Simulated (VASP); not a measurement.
Wanted: the native input for a VASP 6.6.1 run.

- Task: single point
- Functional: r2SCAN
- Potentials or basis: VASP PAW PBE potentials, release 64 (K_sv)
- Cutoff: 520 eV
- k mesh: 6 × 6 × 6
- Occupations: fermi-dirac, width 0.05 eV
- Spin: no spin polarisation
- Dipole correction: no
- Further INCAR settings: ALGO = Normal; EDIFF = 1e-07; NBANDS = 10

Crystal: K.

```
CELL_PARAMETERS angstrom
-2.69756 2.69756 2.69756
2.69756 -2.69756 2.69756
2.69756 2.69756 -2.69756
ATOMIC_POSITIONS crystal
K 0.00000 0.00000 0.00000
```

The input as run:

POSCAR

```
K
1.0
   -2.6975585167      2.6975585167      2.6975585167
    2.6975585167     -2.6975585167      2.6975585167
    2.6975585167      2.6975585167     -2.6975585167
K
1
Direct
    0.0000000000      0.0000000000      0.0000000000
```

INCAR.step1

```
SYSTEM = K
PREC = Accurate ; ENCUT = 520
ISMEAR = -1 ; SIGMA = 0.05
LREAL = .False. ; LASPH = .True.
NELM = 100 ; NBANDS = 10
GGA = PE ; ALGO = Normal
EDIFF = 1E-4 ; LWAVE = .True.
LCHARG = .False.
```

INCAR.step2

```
SYSTEM = K
PREC = Accurate ; ENCUT = 520
EDIFF = 1E-7 ; ISMEAR = -1
SIGMA = 0.05 ; LREAL = .False.
LASPH = .True. ; NELM = 100
ALGO = Normal ; ISIF = 2
LWAVE = .False. ; LCHARG = .False.
METAGGA = R2SCAN ; LMIXTAU = .True.
NBANDS = 10 ; ISTART = 1
```

KPOINTS

```
Automatic mesh
0
Gamma
  6 6 6
  0 0 0
```

Potentials or basis: VASP PAW PBE potentials, release 64 (K_sv).

The run is started by

```console
$ cat potpaw_PBE.64/K_sv/POTCAR > POTCAR
$ cp INCAR.step1 INCAR
$ mpirun -np 1 vasp_std > vasp.out
$ cp INCAR.step2 INCAR
$ mpirun -np 1 vasp_std > vasp.out
```

Results of the run:

```yaml
Pressure: -0.1 GPa
```

Caveat: the PAW data sets were made with another functional, which shifts forces and pressure a little.

It took 33 s on 1 thread of Intel Xeon 6975P-C, on a shared host, peak memory 0.21 GiB.
